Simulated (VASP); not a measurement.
Runs of VASP 6.6.1 on CdS. The cells are those of the table. 

```tsv
cell	gap on the mesh (eV)	pressure (GPa)	largest force (eV/Å)
a = 4.197, b = 4.197, c = 13.687 Å, angles 86.3, 87.1, 60.0°, 8 atoms	0.98	-0.1	0.51
a = 4.197, b = 4.197, c = 13.660 Å, angles 88.5, 89.3, 60.0°, 8 atoms	(b)	0.2	0.16
a = 4.197, b = 4.197, c = 14.303 Å, angles 74.4, 75.8, 60.0°, 8 atoms	(a)	-0.2	0.58
a = 4.197, b = 4.197, c = 13.740 Å, angles 84.2, 84.9, 60.0°, 8 atoms	0.78	-0.3	0.63
a = 4.197, b = 4.197, c = 13.673 Å, angles 87.1, 88.5, 60.0°, 8 atoms	1.02	0.1	0.40
a = 4.197, b = 4.197, c = 13.714 Å, angles 84.9, 86.3, 60.0°, 8 atoms	0.87	-0.2	0.64
a = 4.197, b = 4.197, c = 13.767 Å, angles 82.7, 86.4, 60.0°, 8 atoms	0.67	-0.3	0.60
a = 4.197, b = 4.197, c = 14.265 Å, angles 73.6, 78.7, 60.0°, 8 atoms	0.94	0.0	0.60
```

Alike in all rows: task single point; level PBE; potentials or basis VASP PAW PBE potentials, release 64 (Cd, S); no spin polarisation; k mesh 7 × 7 × 2; cutoff (eV) 520; smearing gaussian 0.05 eV.

Problem. Fill in the values left out.

Solution. (a) 0.59; (b) 1.08.

A k mesh can miss the band edges, and the runs leave out spin-orbit coupling on Cd.
